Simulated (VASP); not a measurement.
A run of VASP 6.6.1 is set up as follows.

The input INCAR:

```
PREC     = Accurate       # precision mode
ENCUT    = 520            # plane-wave cutoff, eV
EDIFF    = 1E-6           # SCF threshold, eV
ISMEAR   = -1             # smearing method
SIGMA    = 0.1            # smearing width, eV
LREAL    = False          # projectors in reciprocal space
LASPH    = True           # aspherical terms in the spheres
NELM     = 100            # most SCF steps
ALGO     = Fast           # electronic algorithm
ISIF     = 2              # what is computed and relaxed
LWAVE    = False          # write WAVECAR
LCHARG   = False          # write CHGCAR
GGA      = CA             # functional
NBANDS   = 7              # bands
```

The input KPOINTS:

```
regular mesh
0
Gamma
  20 20 20
```

POSCAR

```
Mg
1.0
   -1.4708569756      1.4708569756      1.4708569756
    1.4708569756     -1.4708569756      1.4708569756
    1.4708569756      1.4708569756     -1.4708569756
Mg
1
Direct
    0.0000000000      0.0000000000      0.0000000000
```

Potentials or basis: VASP PAW LDA potentials, release 64 (Mg).

The run is started by

```console
$ cat potpaw_LDA.64/Mg/POTCAR > POTCAR
$ mpirun -np 1 vasp_std > vasp.out
```

Problem. Estimate the band gap on the k mesh.

Solution. Zero (band 1 reaches 10.40 eV, above the bottom of band 2 at 5.53 eV).

Problem. Predict the pressure.

Solution. 58.5 GPa.
